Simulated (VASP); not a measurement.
HfSi3O8, 12 atoms in the cell. It takes space group C2 (No. 5, monoclinic). The conventional cell has a = 7.531 Å, b = 7.669 Å, c = 7.592 Å, α = 90.00°, β = 90.05°, γ = 90.00°. Hf (site symmetry 2) has 4 O at 1.94 to 1.95 Å within 2.6 Å. Si (site symmetry 1) has 4 O at 1.62 to 1.63 Å within 2.2 Å. Within 2.2 Å of Si (site symmetry 2) lie 4 O at 1.63 Å. O (site symmetry 1) has 1 Si at 1.62 Å and 1 Hf at 1.95 Å within 2.2 Å. Within 2.2 Å of O (site symmetry 1) lie 2 Si at 1.63 Å. O (site symmetry 1) has 1 Si at 1.63 Å and 1 Hf at 1.94 Å within 2.2 Å. O (site symmetry 1) has 2 Si at 1.63 Å within 2.2 Å. 

| Quantity | Value |
| --- | --- |
| Program | VASP 6.6.1 |
| Task | single point |
| Functional | PBE |
| Potentials or basis | VASP PAW PBE potentials, release 64 (Hf_pv, Si, O) |
| Cutoff | 520 eV |
| k mesh | 4 × 4 × 4 |
| Occupations | gaussian, width 0.02 eV |
| Spin | no spin polarisation |
| Dipole correction | no |
| k mesh for the DOS | 6 × 6 × 6 |
| Occupations for the DOS | tetrahedron |
| Further INCAR settings | ALGO = Normal; EDIFF = 1e-07 |

Potentials or basis: VASP PAW PBE potentials, release 64 (Hf_pv, Si, O).

Run with:

```bash
$ cat potpaw_PBE.64/Hf_pv/POTCAR potpaw_PBE.64/Si/POTCAR potpaw_PBE.64/O/POTCAR > POTCAR
$ cp INCAR.step1 INCAR
$ cp KPOINTS.step1 KPOINTS
$ mpirun -np 1 vasp_std > vasp.out
$ cp INCAR.step2 INCAR
$ cp KPOINTS.step2 KPOINTS
$ mpirun -np 1 vasp_std > vasp.out
```

Hardware: 1 thread of Intel(R) Xeon(R) Platinum 8488C (Sapphire Rapids), on a shared host.

Task: Estimate the wall time of this run.

Result: It took 7.5 min on 1 thread of Intel(R) Xeon(R) Platinum 8488C (Sapphire Rapids), with other jobs on the host, peak memory 0.62 GiB. Counts: k points 68.
